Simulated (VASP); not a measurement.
# Mg2CdN2 (C2/m) in VASP: further runs

Runs on Mg2CdN2. Level: PBEsol. Tasks: single point.

Everything below comes from runs of VASP 6.6.1. Logs are shortened: lines on timing, memory, paths and dates and some standing lists are left out, and cuts for length are marked.

## Step 1: The cell of the first run

It takes space group C2/m (No. 12, monoclinic). The conventional cell has a = 6.154 Å, b = 3.446 Å, c = 5.984 Å, α = 90.00°, β = 90.00°, γ = 90.00°. Within 3.0 Å of Mg (site symmetry m) lie 4 N at 2.05 to 2.28 Å and 3 Mg at 2.72 to 2.75 Å and 3 Cd at 2.88 to 2.92 Å. Cd (site symmetry 2/m) has 6 N at 2.58 to 2.62 Å and 6 Mg at 2.88 to 2.92 Å and 6 Cd at 3.45 to 3.53 Å within 3.6 Å. Within 2.7 Å of N (site symmetry m) lie 4 Mg at 2.05 to 2.28 Å and 3 Cd at 2.58 to 2.62 Å.

## Step 2: Single point, PBEsol (strain -0.0300 x Voigt [1, 0, 0, 0, 0, 0])

The input, INCAR:

```
ALGO = Normal ; EDIFF = 1E-7
ENCUT = 520 ; GGA = PS
ISIF = 2 ; ISMEAR = 0
LASPH = True ; LCHARG = False
LREAL = False ; LWAVE = False
NBANDS = 21 ; NELM = 60
PREC = Accurate ; SIGMA = 0.03
```

The input, KPOINTS:

```
k-points
0
Gamma
  12 12 6
```

The input, POSCAR:

```
Mg2CdN2
1.0
    3.4462961134      0.0000000000      0.0000000000
   -1.7231480567      3.0768865806      0.0000000000
    0.0000000000      0.0000000000      5.9838310064
Mg Cd N
2 1 2
Direct
    0.6666666667      0.3333333333      0.1534420000
    0.3333333333      0.6666666667      0.8465580000
    0.0000000000      0.0000000000      0.5000000000
    0.6666666667      0.3333333333      0.7722310000
    0.3333333333      0.6666666667      0.2277690000
```

Potentials or basis: VASP PAW PBE potentials, release 64 (Mg, Cd, N).

The run is started by

```console
$ cat potpaw_PBE.64/Mg/POTCAR potpaw_PBE.64/Cd/POTCAR potpaw_PBE.64/N/POTCAR > POTCAR
$ mpirun -np 1 vasp_std > vasp.out
```

OUTCAR:

```text
EDIFF = 1E-7
   ENCUT = 520
   GGA = PS
   ISIF = 2
   ISMEAR = 0
   LASPH = True
   LREAL = False
   NELM = 60
   PREC = Accurate

 ion  position               nearest neighbor table
   1  0.667  0.333  0.153-   5 2.05   5 2.05   5 2.10   4 2.28   2 2.72   2 2.72   2 2.75   3 2.88
                             3 2.88   3 2.92
   2  0.333  0.667  0.847-   4 2.05   4 2.05   4 2.10   5 2.28   1 2.72   1 2.72   1 2.75   3 2.88
                             3 2.88   3 2.92
   3  0.000  0.000  0.500-   4 2.58   5 2.58   4 2.58   5 2.58   4 2.62   5 2.62   1 2.88   2 2.88
                             2 2.88   1 2.88   1 2.92   2 2.92
   4  0.667  0.333  0.772-   2 2.05   2 2.05   2 2.10   1 2.28   3 2.58   3 2.58   3 2.62
   5  0.333  0.667  0.228-   1 2.05   1 2.05   1 2.10   2 2.28   3 2.58   3 2.58   3 2.62

  LATTYP: Found a base centered orthorhombic cell.
 ALAT       =     3.4462961134
 B/A-ratio  =     1.7856193893
 C/A-ratio  =     1.7363078533

  Lattice vectors:

 A1 = (   1.7231480567,  -3.0768865806,   0.0000000000)
 A2 = (   1.7231480567,   3.0768865806,   0.0000000000)
 A3 = (   0.0000000000,   0.0000000000,   5.9838310064)

Analysis of symmetry for initial positions (statically):
=====================================================================
 Subroutine PRICEL returns:
 Original cell was already a primitive cell.

 Routine SETGRP: Setting up the symmetry group for a
 base centered orthorhombic supercell.

 Subroutine GETGRP returns: Found  4 space group operations
 (whereof  4 operations were pure point group operations)
 out of a pool of  8 trial point group operations.

The static configuration has the point symmetry C_2h.

Analysis of symmetry for dynamics (positions and initial velocities):
=====================================================================
 Subroutine PRICEL returns:
 Original cell was already a primitive cell.

 Routine SETGRP: Setting up the symmetry group for a
 base centered orthorhombic supercell.

 Subroutine GETGRP returns: Found  4 space group operations
 (whereof  4 operations were pure point group operations)
 out of a pool of  8 trial point group operations.

The dynamic configuration has the point symmetry C_2h.

 Subroutine INISYM returns: Found  4 space group operations
 (whereof  4 operations are pure point group operations),
 and found     1 'primitive' translations

[... 100 lines left out ...]
   EDIFF  = 0.1E-06   stopping-criterion for ELM
   LREAL  =      F    real-space projection
   EDIFFG = 0.1E-05   stopping-criterion for IOM
   NSW    =      0    number of steps for IOM
   IBRION =     -1    ionic relax: 0-MD 1-quasi-New 2-CG
   NFREE  =      0    steps in history (QN), initial steepest desc. (CG)
   ISIF   =      2    stress and relaxation
   ISYM   =      2    0-nonsym 1-usesym 2-fastsym
   POTIM  = 0.5000    time-step for ionic-motion
   TEBEG  =    0.0;   TEEND  =   0.0 temperature during run
   PSTRESS=    0.0 pullay stress
   NELECT =      26.0000    total number of electrons
   NUPDOWN=      -1.0000    fix difference up-down
   EMIN   =  10.00;   EMAX   =-10.00  energy-range for DOS
   EFERMI =   0.00;   METHOD = LEGACY
   ISMEAR =     0;   SIGMA  =   0.03  broadening in eV -4-tet -1-fermi 0-gaus
   EFERMI_NEDOS =   21; number of points for ismear=-14 and -15
   IALGO  =     38    algorithm
   IMIX   =      4    mixing-type and parameters
     AMIX     =   0.40;   BMIX     =  1.00
     AMIX_MAG =   1.60;   BMIX_MAG =  1.00
  volume/ion in A,a.u.               =      12.69        85.64
  Fermi-wavevector in a.u.,A,eV,Ry     =   1.215957  2.297825 20.116907  1.478551
  Thomas-Fermi vector in A             =   2.351327
   LORBIT       =      0    0 simple, 1 ext, 2 COOP (PROOUT), +10 PAW based schemes
   GGA     = PS    functional components
   LHFCALC =     F    Hartree Fock is set to
   AEXX    =    0.0000 exact exchange contribution
   IVDW    =     0    specifies the selected vdW correction
   LEPSILON=     F    determine dielectric tensor
   LRPA    =     F    only Hartree local field effects (RPA)
 non-spin polarized calculation
 Gauss-broadening in eV      SIGMA  =   0.03
  energy-cutoff  :      520.00
  volume of cell :       63.45
 maximum number of plane-waves:      1732
 NGX is ok and might be reduce to    28
   NGX = 13   NGY = 13   NGZ = 23

 number of electron      26.0000003 magnetization

 Free energy of the ion-electron system (eV)
  ---------------------------------------------------
  ext. energy  EPLUGINS =         0.00000000
  ---------------------------------------------------
  free energy    TOTEN  =       -23.32873031 eV

  energy without entropy =      -23.32873031  energy(sigma->0) =      -23.32873031

 E-fermi :   2.9812     XC(G=0): -10.9555

 val. band max:        2.8610641509   @ k =  -0.2500   0.0833   0.0000
 cond. band min:       3.2909968499   @ k =   0.0000   0.0000   0.0000
 fundamental gap:      0.4299326990
 Fermi energy:         2.9811531465

 k-point     1 :       0.0000    0.0000    0.0000
  band No.  band energies     occupation
      1     -10.4546      2.00000
      2      -9.3696      2.00000
      3      -4.8440      2.00000
      4      -4.7058      2.00000
      5      -4.6379      2.00000
      6      -4.4677      2.00000
[... 565 lines left out ...]
     20      12.2063      0.00000
     21      13.9231      0.00000

 [... further k-points ...]

------------------------ aborting loop because EDIFF is reached ----------------------------------------

  FORCE on cell =-STRESS in cart. coord.  units (eV):
  Direction    XX          YY          ZZ          XY          YZ          ZX
  --------------------------------------------------------------------------------------
  -------------------------------------------------------------------------------------
  Total        1.3734941     -0.6565717     -0.8397434      0.0000000     -0.3544345      0.0000000
  in kB       34.6811887    -16.5786576    -21.2038032      0.0000000     -8.9495911      0.0000000
  external PRESSURE =      -1.0337574 kB  Pullay stress =       0.0000000 kB

 VOLUME and BASIS-vectors are now :
 -----------------------------------------------------------------------------
  energy-cutoff  :      520.00
  volume of cell :       63.45
      direct lattice vectors                 reciprocal lattice vectors
     3.446296113  0.000000000  0.000000000     0.290166593  0.162501927  0.000000000
    -1.723148057  3.076886581  0.000000000     0.000000000  0.325003855  0.000000000
     0.000000000  0.000000000  5.983831006     0.000000000  0.000000000  0.167117019

 POSITION                                       TOTAL-FORCE (eV/Angst)
 -----------------------------------------------------------------------------------
      1.72315      1.02563      0.91817         0.000000     -0.212394      0.035339
     -0.00000      2.05126      5.06566        -0.000000      0.212394     -0.035339
      0.00000      0.00000      2.99192        -0.000000      0.000000      0.000000
      1.72315      1.02563      4.62090        -0.000000     -0.250382     -0.163950
     -0.00000      2.05126      1.36293         0.000000      0.250382      0.163950
 -----------------------------------------------------------------------------------
    total drift:                               -0.000000     -0.000000      0.000000

  FREE ENERGIE OF THE ION-ELECTRON SYSTEM (eV)
  ---------------------------------------------------
  free  energy   TOTEN  =       -23.3287303066 eV

  energy  without entropy=      -23.3287303066  energy(sigma->0) =      -23.32873031
```

It took 5 min on 1 thread of Intel Xeon 8259CL, shared host; peak memory 0.45 GiB.

What came out:

| Quantity | Value |
| --- | --- |
| Free energy | -23.3287 eV |
| Pressure | -0.1 GPa |
| Largest force | 0.299 eV/Å |
| Band gap on the k mesh | 0.43 eV (least direct gap 0.69 eV) |

Forces on the atoms (eV/Å):
```
Mg   0.000 -0.212  0.035
Mg   0.000  0.212 -0.035
Cd   0.000  0.000  0.000
N    0.000 -0.250 -0.164
N    0.000  0.250  0.164
```

Stress tensor (GPa, compression positive):
```
 3.47  0.00  0.00
 0.00 -1.66 -0.89
 0.00 -0.89 -2.12
```

Caveat: the cell differs from its parent crystal (strain -0.0300 x Voigt [1, 0, 0, 0, 0, 0]); the stress differs along the axes, from -2 to 3 GPa; semilocal functionals underestimate gaps, and a narrow one can read as zero; the PAW data sets were made with another functional, which shifts forces and pressure a little. A k mesh can miss the band edges.

## Step 3: Single point, PBEsol (strain +0.0150 x Voigt [1, 0, 0, 0, 0, 0])

The input, INCAR:

```
SYSTEM = Mg2CdN2
PREC = Accurate
ENCUT = 520
EDIFF = 1E-6
ISMEAR = 0
SIGMA = 0.03
LREAL = .FALSE.
LASPH = .TRUE.
NELM = 60
ALGO = Normal
ISIF = 2
LWAVE = .FALSE.
LCHARG = .TRUE.
GGA = PS
LELF = .TRUE.
LVHAR = .TRUE.
NBANDS = 21
```

The input, KPOINTS:

```
regular mesh
0
G
  12 12 6
  0 0 0
```

Changes to POSCAR since step 2:

```diff
@@ -2,4 +2,4 @@
 1.0
-    3.4462961134      0.0000000000      0.0000000000
-   -1.7231480567      3.0768865806      0.0000000000
+    3.6061758300      0.0000000000      0.0000000000
+   -1.8030879150      3.0768865806      0.0000000000
     0.0000000000      0.0000000000      5.9838310064
```

Potentials or basis: VASP PAW PBE potentials, release 64 (Mg, Cd, N).

The run is started by

```console
$ cat potpaw_PBE.64/Mg/POTCAR potpaw_PBE.64/Cd/POTCAR potpaw_PBE.64/N/POTCAR > POTCAR
$ mpirun -np 1 vasp_std > vasp.out
```

OUTCAR:

```text
SYSTEM = Mg2CdN2
   PREC = Accurate
   ENCUT = 520
   EDIFF = 1E-6
   ISMEAR = 0
   LREAL = .FALSE.
   LASPH = .TRUE.
   NELM = 60
   ISIF = 2
   GGA = PS

 ion  position               nearest neighbor table
   1  0.667  0.333  0.153-   5 2.10   5 2.12   5 2.12   4 2.28   2 2.75   2 2.77   2 2.77   3 2.92
                             3 2.93   3 2.93
   2  0.333  0.667  0.847-   4 2.10   4 2.12   4 2.12   5 2.28   1 2.75   1 2.77   1 2.77   3 2.92
                             3 2.93   3 2.93
   3  0.000  0.000  0.500-   5 2.62   4 2.62   5 2.64   4 2.64   4 2.64   5 2.64   2 2.92   1 2.92
                             2 2.93   1 2.93   2 2.93   1 2.93
   4  0.667  0.333  0.772-   2 2.10   2 2.12   2 2.12   1 2.28   3 2.62   3 2.64   3 2.64
   5  0.333  0.667  0.228-   1 2.10   1 2.12   1 2.12   2 2.28   3 2.62   3 2.64   3 2.64

  Warning from LATTYP: Monoclinic adjustment (A1->A3, A2->A1, A3->A2)!
  LATTYP: Found a base centered orthorhombic cell.
 ALAT       =     3.6061758300
 B/A-ratio  =     1.7064539976
 C/A-ratio  =     1.6593286874

  Lattice vectors:

 A1 = (   1.8030879150,  -3.0768865806,   0.0000000000)
 A2 = (   1.8030879150,   3.0768865806,   0.0000000000)
[... 184 lines left out ...]
 val. band max:        2.5942455657   @ k =   0.0833   0.1667   0.0000
 cond. band min:       2.8104247320   @ k =   0.0000   0.0000   0.0000
 fundamental gap:      0.2161791663
 Fermi energy:         2.7058474626

 k-point     1 :       0.0000    0.0000    0.0000
  band No.  band energies     occupation
      1     -10.5450      2.00000
      2      -9.5056      2.00000
      3      -5.0844      2.00000
      4      -4.9620      2.00000
      5      -4.9333      2.00000
      6      -4.7833      2.00000
[... 565 lines left out ...]
     20      11.6584      0.00000
     21      13.2217      0.00000

 [... further k-points ...]

------------------------ aborting loop because EDIFF is reached ----------------------------------------

  FORCE on cell =-STRESS in cart. coord.  units (eV):
  Direction    XX          YY          ZZ          XY          YZ          ZX
  --------------------------------------------------------------------------------------
  -------------------------------------------------------------------------------------
  Total       -2.7989281     -1.8994863     -2.0185766      0.0000000      0.1993587      0.0000000
  in kB      -67.5405546    -45.8362467    -48.7099975      0.0000000      4.8106989      0.0000000
  external PRESSURE =     -54.0289329 kB  Pullay stress =       0.0000000 kB

 VOLUME and BASIS-vectors are now :
 -----------------------------------------------------------------------------
  energy-cutoff  :      520.00
  volume of cell :       66.40
      direct lattice vectors                 reciprocal lattice vectors
     3.606175830  0.000000000  0.000000000     0.277302064  0.162501927  0.000000000
    -1.803087915  3.076886581  0.000000000     0.000000000  0.325003855  0.000000000
     0.000000000  0.000000000  5.983831006     0.000000000  0.000000000  0.167117019

 POSITION                                       TOTAL-FORCE (eV/Angst)
 -----------------------------------------------------------------------------------
      1.80309      1.02563      0.91817         0.000000      0.082159      0.101342
     -0.00000      2.05126      5.06566         0.000000     -0.082159     -0.101342
      0.00000      0.00000      2.99192        -0.000000      0.000000      0.000000
      1.80309      1.02563      4.62090         0.000000      0.104682     -0.059992
     -0.00000      2.05126      1.36293        -0.000000     -0.104682      0.059992
 -----------------------------------------------------------------------------------
    total drift:                                0.000000     -0.000000      0.000000

  FREE ENERGIE OF THE ION-ELECTRON SYSTEM (eV)
  ---------------------------------------------------
  free  energy   TOTEN  =       -23.2948167883 eV

  energy  without entropy=      -23.2948167880  energy(sigma->0) =      -23.29481679
```

OSZICAR:

```text
N       E                     dE             d eps       ncg     rms          rms(c)
DAV:   1     0.146029637373E+03    0.14603E+03   -0.12543E+04 10164   0.113E+03
DAV:   2    -0.179336452316E+02   -0.16396E+03   -0.15491E+03 11980   0.272E+02
DAV:   3    -0.284166306095E+02   -0.10483E+02   -0.10411E+02 12349   0.702E+01
DAV:   4    -0.285025426058E+02   -0.85912E-01   -0.85892E-01 10597   0.678E+00
DAV:   5    -0.285029850816E+02   -0.44248E-03   -0.44247E-03 11914   0.479E-01    0.117E+01
DAV:   6    -0.233908829842E+02    0.51121E+01   -0.21561E+01 13337   0.532E+01    0.879E+00
DAV:   7    -0.233825784443E+02    0.83045E-02   -0.22835E+00 10234   0.117E+01    0.439E+00
DAV:   8    -0.233127856064E+02    0.69793E-01   -0.38567E-01 11300   0.365E+00    0.120E+00
DAV:   9    -0.232958062950E+02    0.16979E-01   -0.38755E-02 11412   0.122E+00    0.423E-01
DAV:  10    -0.232947458776E+02    0.10604E-02   -0.10011E-02 10622   0.639E-01    0.122E-01
DAV:  11    -0.232948166752E+02   -0.70798E-04   -0.45888E-04 11117   0.181E-01    0.370E-02
DAV:  12    -0.232948162451E+02    0.43010E-06   -0.56629E-05 11763   0.631E-02    0.115E-02
DAV:  13    -0.232948167883E+02   -0.54317E-06   -0.46066E-06 10689   0.151E-02
   1 F= -.23294817E+02 E0= -.23294817E+02  d E =-.219119E-09
```

Wall time 5.1 min (1 thread of Intel Xeon 8259CL, shared host); peak memory 0.46 GiB.

What came out:

- Free energy: -23.2948 eV
- Pressure: -5.4 GPa
- Largest force: 0.130 eV/Å
- Band gap on the k mesh: 0.22 eV (least direct gap 0.58 eV)

Forces on the atoms (eV/Å):
```
Mg   0.000  0.082  0.101
Mg   0.000 -0.082 -0.101
Cd   0.000  0.000  0.000
N    0.000  0.105 -0.060
N    0.000 -0.105  0.060
```

Levels at points of the mesh, in eV from the valence-band top:
```
           k point  band 9  band 10  band 11  band 12  band 13  band 14  band 15  band 16  band 17  band 18
(0.00, 0.00, 0.00)   -0.42    -0.41    -0.40    -0.37    -0.37     0.22     4.02     6.76     8.67     8.88
(0.50, 0.00, 0.00)   -3.19    -2.41    -1.47    -1.01    -0.20     3.39     3.92     4.89     6.96     8.11
(0.00, 0.50, 0.00)   -3.16    -2.36    -1.58    -0.97    -0.26     3.40     3.83     4.81     6.97     7.91
(0.00, 0.00, 0.50)   -2.69    -0.66    -0.61    -0.15    -0.10     2.79     2.87     7.51     8.76     8.89
(0.50, 0.00, 0.50)   -3.96    -1.29    -0.97    -0.82    -0.61     2.73     2.97     6.45     7.44     7.68
(0.00, 0.50, 0.50)   -3.88    -1.27    -1.06    -0.90    -0.59     2.74     2.95     6.43     7.36     7.62
```

Caveat: the cell differs from its parent crystal (strain +0.0150 x Voigt [1, 0, 0, 0, 0, 0]); the cell stands under tension; semilocal functionals underestimate gaps, and a narrow one can read as zero; the PAW data sets were made with another functional, which shifts forces and pressure a little. A k mesh can miss the band edges.
